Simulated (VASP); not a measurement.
Input of a VASP 6.6.1 run:

INCAR

```
  PREC = Accurate
  ENCUT = 520
  EDIFF = 1E-6
  ISMEAR = -1
  SIGMA = 0.05
  LREAL = Auto
  LASPH = True
  NELM = 80
  ALGO = Normal
  ISIF = 2
  LWAVE = False
  LCHARG = True
  GGA = PE
  LELF = True
  LVHAR = True
  NBANDS = 66
```

Contents of KPOINTS:

```
regular mesh
0
Gamma
  2 2 1
```

Contents of POSCAR:

```
MgO
1.0
    5.5677590000      0.0000000000      0.0000000000
    2.7838790000      4.8218210000      0.0000000000
    0.0000000000      0.0000000000     17.6825700000
Mg O
12 12
Direct
    0.0000000000      0.0000000000      0.0565528653
   -0.0000060056      0.4999978224      0.0565528653
    0.5000036819      0.0000000000      0.0565528653
    0.4999976763      0.4999978224      0.0565528653
    0.6759583937      0.6423506804      0.2016788284
    0.6550597976      0.1495700483      0.2005873581
    0.1751959411      0.6767360298      0.1953335969
    0.1661873876      0.1499018732      0.2008701224
    0.3361396432      0.3276562942      0.3370946644
    0.3314184953      0.8290021550      0.3397526491
    0.8449859375      0.2889572218      0.3434681723
    0.8105608618      0.8237759137      0.3541849403
    0.3333283089      0.8333366170      0.1208251968
    0.3333343145      0.3333387946      0.1208251968
    0.8333319908      0.8333366170      0.1208251968
    0.8333379965      0.3333387946      0.1208251968
    0.0095012530      0.4852938340      0.2657928118
    0.0281432475     -0.0068231483      0.2692086049
    0.5046169407      0.4833236240      0.2642828503
    0.5087995646     -0.0150772913      0.2614778282
    0.6413049160      0.1660161171      0.4024754320
    0.6543767288      0.6329973676      0.4172017982
    0.2059375221      0.1667419840      0.4034877283
    0.2047754745      0.6490079163      0.4036969739
```

Potentials or basis: VASP PAW PBE potentials, release 64 (Mg, O).

The run is started by

```bash
$ cat potpaw_PBE.64/Mg/POTCAR potpaw_PBE.64/O/POTCAR > POTCAR
$ mpirun -np 1 vasp_std > vasp.out
```

Predict the largest force.

2.937 eV/Å.

Predict the band gap on the k mesh.

zero (bands 48 and 49 overlap by 0.45 eV).

Forces on the atoms (eV/Å):
```
Mg  -0.054  0.119 -0.811
Mg  -0.013 -0.040 -0.579
Mg  -0.007 -0.012 -0.654
Mg   0.058 -0.097 -0.731
Mg   0.691  0.233  0.020
Mg   1.564  0.532 -0.353
Mg  -1.362 -1.202  1.267
Mg   1.007  1.383 -0.547
Mg   0.057  1.254 -1.402
Mg   1.192 -0.518  0.297
Mg   0.924  1.892  0.708
Mg   0.815 -1.870 -0.073
O    0.089 -0.047  0.597
O   -0.054 -0.072  0.482
O    0.115 -0.070  0.695
O   -0.098 -0.316  0.640
O   -0.100  0.784 -0.496
O   -2.562 -0.576 -1.314
O    0.333  0.131 -0.638
O   -0.380 -0.739  0.768
O    0.436  0.051  1.395
O   -0.105  0.010 -1.170
O   -1.491 -0.945  1.006
O   -1.056  0.117  0.892
```

Caveat: the k points lie up to 0.65 Å⁻¹ apart.
